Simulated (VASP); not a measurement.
Al2O3, 10 atoms in the cell. Symmetry: R-3c, No. 167, trigonal system. The conventional cell has a = 4.504 Å, b = 4.504 Å, c = 12.279 Å, α = 90.00°, β = 90.00°, γ = 120.00°. Within 2.3 Å of Al (site symmetry 3) lie 6 O at 1.76 to 1.86 Å. Within 2.3 Å of O (site symmetry 2) lie 4 Al at 1.76 to 1.86 Å.  This cell differs from its parent crystal: volume 7.190 Å^3 an atom, c/a of the conventional cell 2.7262.

```yaml
Program: VASP 6.6.1
Task: single point
Functional: PBEsol
Potentials_or_basis: VASP PAW PBE potentials, release 64 (Al, O)
Cutoff: 520 eV
k_mesh: 6 × 6 × 6
Occupations: gaussian, width 0.05 eV
Spin: no spin polarisation
Dipole_correction: no
Further_INCAR_settings: ALGO = Normal; EDIFF = 1e-06; NBANDS = 35
```

Potentials or basis: VASP PAW PBE potentials, release 64 (Al, O).

Run with:

```bash
$ cat potpaw_PBE.64/Al/POTCAR potpaw_PBE.64/O/POTCAR > POTCAR
$ mpirun -np 1 vasp_std > vasp.out
```

Hardware: 1 thread of AMD EPYC 9R45 96-Core Processor (Zen 5), with other jobs on the host.

Question: Estimate the wall time of this run.

Answer: Run time: 54 s on 1 thread of AMD EPYC 9R45 96-Core Processor (Zen 5) (shared host), peak memory 0.19 GiB. Counts: scf iterations 12, k points 32.
